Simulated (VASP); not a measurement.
# KC (P6/mmm) in VASP: notebook

Runs on KC. Level: PBE. Tasks: single point.

All numbers are computed with VASP 6.6.1; they aren't measurements. Logs are shortened: lines on timing, memory, paths and dates and some standing lists are left out, and cuts for length are marked.

**1. The cell of the first run**

It takes space group P6/mmm (No. 191, hexagonal). The conventional cell has a = 3.236 Å, b = 3.236 Å, c = 5.189 Å, α = 90.00°, β = 90.00°, γ = 120.00°. Within 3.4 Å of K (site symmetry 6/mmm) lie 2 C at 2.59 Å and 6 K at 3.24 Å. C (site symmetry 6/mmm) has 2 K at 2.59 Å and 6 C at 3.24 Å within 3.4 Å.

**2. Single point, PBE**

Input file INCAR:

```
ALGO     = Normal         # electronic algorithm
EDIFF    = 1E-6           # SCF threshold, eV
ENCUT    = 600            # plane-wave cutoff, eV
GGA      = PE             # functional
GGA_COMPAT= False        
ISIF     = 2              # what is computed and relaxed
ISMEAR   = 0              # smearing method
LASPH    = True           # aspherical terms in the spheres
LCHARG   = False          # write CHGCAR
LREAL    = False          # projectors in reciprocal space
LWAVE    = False          # write WAVECAR
NBANDS   = 14             # bands
NELM     = 120            # most SCF steps
PREC     = Accurate       # precision mode
SIGMA    = 0.2            # smearing width, eV
```

Input file KPOINTS:

```
k-points
0
Gamma
  7 7 3
```

Input file POSCAR:

```
KC
1.0
    3.2358579787      0.0000000030      0.0000000000
   -1.6179289919      2.8023352111      0.0000000000
    0.0000000000      0.0000000000      5.1892699206
K C
1 1
Direct
    0.0000000000      0.0000000000      0.0000000000
    0.0000000000      0.0000000000      0.5000000000
```

Potentials or basis: VASP PAW PBE potentials, release 64 (K_sv, C).

Launch:

```
$ cat potpaw_PBE.64/K_sv/POTCAR potpaw_PBE.64/C/POTCAR > POTCAR
$ mpirun -np 1 vasp_std > vasp.out
```

OUTCAR:

```text
EDIFF = 1E-6
   ENCUT = 600
   GGA = PE
   ISIF = 2
   ISMEAR = 0
   LASPH = True
   LREAL = False
   NELM = 120
   PREC = Accurate

 ion  position               nearest neighbor table
   1  0.000  0.000  0.000-   2 2.59   2 2.59
   2  0.000  0.000  0.500-   1 2.59   1 2.59

  LATTYP: Found a hexagonal cell.
 ALAT       =     3.2358579787
 C/A-ratio  =     1.6036766616

  Lattice vectors:

 A1 = (   3.2358579787,   0.0000000030,   0.0000000000)
 A2 = (  -1.6179289919,   2.8023352111,   0.0000000000)
 A3 = (   0.0000000000,   0.0000000000,   5.1892699206)

Analysis of symmetry for initial positions (statically):
=====================================================================
 Subroutine PRICEL returns:
 Original cell was already a primitive cell.

 Routine SETGRP: Setting up the symmetry group for a
 hexagonal supercell.

 Subroutine GETGRP returns: Found 24 space group operations
 (whereof 24 operations were pure point group operations)
 out of a pool of 24 trial point group operations.

The static configuration has the point symmetry D_6h.

Analysis of symmetry for dynamics (positions and initial velocities):
=====================================================================
 Subroutine PRICEL returns:
 Original cell was already a primitive cell.

 Routine SETGRP: Setting up the symmetry group for a
 hexagonal supercell.

 Subroutine GETGRP returns: Found 24 space group operations
 (whereof 24 operations were pure point group operations)
 out of a pool of 24 trial point group operations.

The dynamic configuration has the point symmetry D_6h.

 Subroutine INISYM returns: Found 24 space group operations
 (whereof 24 operations are pure point group operations),
 and found     1 'primitive' translations

----------------------------------------------------------------------------------------

                                     Primitive cell

  volume of cell :      47.0561

  direct lattice vectors                    reciprocal lattice vectors
     3.235857979  0.000000003  0.000000000     0.309037049  0.178422624  0.000000000
    -1.617928992  2.802335211  0.000000000    -0.000000000  0.356845247  0.000000000
     0.000000000  0.000000000  5.189269921     0.000000000  0.000000000  0.192705335

  length of vectors
     3.235857979  3.235857979  5.189269921     0.356845247  0.356845247  0.192705335

  position of ions in fractional coordinates (direct lattice)
     0.000000000  0.000000000  0.000000000
     0.000000000  0.000000000  0.500000000

  ion indices of the primitive-cell ions
   primitive index   ion index
[... 77 lines left out ...]
   NUPDOWN=      -1.0000    fix difference up-down
   EMIN   =  10.00;   EMAX   =-10.00  energy-range for DOS
   EFERMI =   0.00;   METHOD = LEGACY
   ISMEAR =     0;   SIGMA  =   0.20  broadening in eV -4-tet -1-fermi 0-gaus
   EFERMI_NEDOS =   21; number of points for ismear=-14 and -15
   IALGO  =     38    algorithm
   IMIX   =      4    mixing-type and parameters
     AMIX     =   0.40;   BMIX     =  1.00
     AMIX_MAG =   1.60;   BMIX_MAG =  1.00
  volume/ion in A,a.u.               =      23.53       158.78
  Fermi-wavevector in a.u.,A,eV,Ry     =   1.066229  2.014882 15.467719  1.136845
  Thomas-Fermi vector in A             =   2.201807
   LORBIT       =      0    0 simple, 1 ext, 2 COOP (PROOUT), +10 PAW based schemes
   GGA     = PE    functional components
   LHFCALC =     F    Hartree Fock is set to
   AEXX    =    0.0000 exact exchange contribution
   IVDW    =     0    specifies the selected vdW correction
   LEPSILON=     F    determine dielectric tensor
   LRPA    =     F    only Hartree local field effects (RPA)
 non-spin polarized calculation
 Gauss-broadening in eV      SIGMA  =   0.20
  energy-cutoff  :      600.00
  volume of cell :       47.06
 maximum number of plane-waves:      1587
 NGX is ok and might be reduce to    28
   NGX = 13   NGY = 13   NGZ = 21

 number of electron      13.0000000 magnetization

 Free energy of the ion-electron system (eV)
  ---------------------------------------------------
  ext. energy  EPLUGINS =         0.00000000
  ---------------------------------------------------
  free energy    TOTEN  =        -4.01518623 eV

  energy without entropy =       -3.97095430  energy(sigma->0) =       -3.99307026

 E-fermi :   1.1499     XC(G=0):  -8.2894

 val. band max:        1.1491114604   @ k =   0.2857   0.2857   0.0000
 cond. band min:       1.2006019384   @ k =   0.1429   0.1429   0.0000
 fundamental gap:      0.0514904780
 Fermi energy:         1.1498863334

 k-point     1 :       0.0000    0.0000    0.0000
  band No.  band energies     occupation
      1     -30.6631      2.00000
      2     -13.9465      2.00000
      3     -13.6118      2.00000
      4     -13.6118      2.00000
      5      -8.0634      2.00000
      6       0.7751      1.99195
      7       1.7192      0.00006
      8       3.3971      0.00000
      9       3.3971      0.00000
     10       6.9449      0.00000
     11       6.9449      0.00000
     12       8.7066      0.00000
     13       9.5258      0.00000
     14       9.7452      0.00000
[... 241 lines left out ...]
      1     -30.4101      2.00000
      2     -14.6592      2.00000
      3     -14.3228      2.00000
      4     -13.7145      2.00000
      5      -6.2536      2.00000
      6       0.0707      2.00000
      7       1.0040      1.69777
      8       1.1333      1.09361
      9       5.0057      0.00000
     10       5.3150      0.00000
     11       6.5568      0.00000
     12       7.3856      0.00000
     13      11.1379      0.00000
     14      11.9399      0.00000

------------------------ aborting loop because EDIFF is reached ----------------------------------------

  FORCE on cell =-STRESS in cart. coord.  units (eV):
  Direction    XX          YY          ZZ          XY          YZ          ZX
  --------------------------------------------------------------------------------------
  -------------------------------------------------------------------------------------
  Total        0.1465476      0.1465476      0.0804085      0.0000000      0.0000000     -0.0000000
  in kB        4.9896878      4.9896878      2.7377697      0.0000000      0.0000000     -0.0000000
  external PRESSURE =       4.2390484 kB  Pullay stress =       0.0000000 kB

 VOLUME and BASIS-vectors are now :
 -----------------------------------------------------------------------------
  energy-cutoff  :      600.00
  volume of cell :       47.06
      direct lattice vectors                 reciprocal lattice vectors
     3.235857979  0.000000003  0.000000000     0.309037049  0.178422624  0.000000000
    -1.617928992  2.802335211  0.000000000    -0.000000000  0.356845247  0.000000000
     0.000000000  0.000000000  5.189269921     0.000000000  0.000000000  0.192705335

 POSITION                                       TOTAL-FORCE (eV/Angst)
 -----------------------------------------------------------------------------------
      0.00000      0.00000      0.00000         0.000000      0.000000      0.000000
      0.00000      0.00000      2.59463        -0.000000      0.000000      0.000000
 -----------------------------------------------------------------------------------
    total drift:                               -0.000000     -0.000000      0.000000

  FREE ENERGIE OF THE ION-ELECTRON SYSTEM (eV)
  ---------------------------------------------------
  free  energy   TOTEN  =        -4.0151862337 eV

  energy  without entropy=       -3.9709542961  energy(sigma->0) =       -3.99307026
```

OSZICAR:

```text
N       E                     dE             d eps       ncg     rms          rms(c)
DAV:   1     0.791766661234E+02    0.79177E+02   -0.62163E+03   448   0.904E+02
DAV:   2    -0.566734847902E+00   -0.79743E+02   -0.74760E+02   574   0.228E+02
DAV:   3    -0.430816313104E+01   -0.37414E+01   -0.37026E+01   580   0.399E+01
DAV:   4    -0.448940985171E+01   -0.18125E+00   -0.18120E+00   690   0.811E+00
DAV:   5    -0.449051051003E+01   -0.11007E-02   -0.11006E-02   592   0.799E-01    0.479E+00
DAV:   6    -0.410581481960E+01    0.38470E+00   -0.31797E-01   620   0.359E+00    0.405E+00
DAV:   7    -0.402778822700E+01    0.78027E-01   -0.14936E-01   700   0.221E+00    0.240E+00
DAV:   8    -0.401753423600E+01    0.10254E-01   -0.52647E-02   528   0.132E+00    0.306E-01
DAV:   9    -0.401519342219E+01    0.23408E-02   -0.10908E-02   602   0.522E-01    0.126E-01
DAV:  10    -0.401515456508E+01    0.38857E-04   -0.11742E-03   570   0.220E-01    0.356E-02
DAV:  11    -0.401518633605E+01   -0.31771E-04   -0.96819E-05   596   0.618E-02    0.220E-02
DAV:  12    -0.401518557172E+01    0.76434E-06   -0.15806E-05   590   0.319E-02    0.286E-03
DAV:  13    -0.401518623372E+01   -0.66201E-06   -0.19181E-06   520   0.960E-03
   1 F= -.40151862E+01 E0= -.39930703E+01  d E =-.442319E-01
```

stdout:

```text
POSCAR found type information on POSCAR K C
 POSCAR found :  2 types and       2 ions
 scaLAPACK will be used
 LDA part: xc-table for (Slater+PW92), standard interpolation
 POSCAR, INCAR and KPOINTS ok, starting setup
 FFT: planning ... GRIDC
 FFT: planning ... GRID_SOFT
 FFT: planning ... GRID
 WAVECAR not read
 entering main loop
```

It took 9.1 s on 1 thread of Intel Xeon Platinum 8559C (Emerald Rapids), shared host; peak memory 0.18 GiB.

What came out:

```
Free energy : -4.0152 eV
Pressure    : 0.4 GPa
```

Levels at points of the mesh, in eV from the Fermi level:
```
           k point  band 3  band 4  band 5  band 6  band 7  band 8  band 9  band 10
(0.00, 0.00, 0.00)  -14.76  -14.76   -9.21   -0.37    0.57    2.25    2.25     5.80
```

Caveat: the k points lie up to 0.40 Å⁻¹ apart.

**3. Single point, PBE**

This run uses another cell than the first one, of 25.19 Å³/atom, 1.071 times its volume.

Input file INCAR:

```
ALGO = Normal ; EDIFF = 1E-6
ENCUT = 600 ; GGA = PE
GGA_COMPAT = F ; ISIF = 2
ISMEAR = 0 ; LASPH = T
LCHARG = F ; LREAL = F
LWAVE = F ; NBANDS = 14
NELM = 120 ; PREC = Accurate
SIGMA = 0.2
```

Input file KPOINTS:

```
k-points
0
Gamma
  7 7 4
```

Input file POSCAR:

```
KC
1.0
    3.3383089382      0.0000000000      0.0000000000
   -1.6691544691      2.8910603462      0.0000000000
    0.0000000000      0.0000000000      5.2207556605
K C
1 1
Direct
    0.0000000000      0.0000000000      0.5000000000
    0.0000000000      0.0000000000      0.0000000000
```

Potentials or basis: VASP PAW PBE potentials, release 64 (K_sv, C).

Launch:

```
$ cat potpaw_PBE.64/K_sv/POTCAR potpaw_PBE.64/C/POTCAR > POTCAR
$ mpirun -np 1 vasp_std > vasp.out
```

Wall time 13 s (1 thread of Intel Xeon Platinum 8559C (Emerald Rapids), shared host); peak memory 0.17 GiB.

It converged, with:

| Item | Value |
| --- | --- |
| Free energy | -4.0031 eV |
| Pressure | -0.1 GPa |

Stress tensor (GPa, compression positive):
```
-0.37  0.00  0.00
 0.00 -0.37  0.00
 0.00  0.00  0.47
```

Levels at points of the mesh, in eV from the Fermi level:
```tsv
k point	band 2	band 3	band 4	band 5	band 6	band 7	band 8	band 9	band 10	band 11
(0.00, 0.00, 0.00)	-14.96	-14.74	-14.74	-9.08	-0.33	0.52	1.97	1.97	5.82	5.82
(0.00, 0.00, 0.50)	-15.06	-14.73	-14.73	-8.56	-1.92	1.26	1.85	1.85	5.85	5.85
```
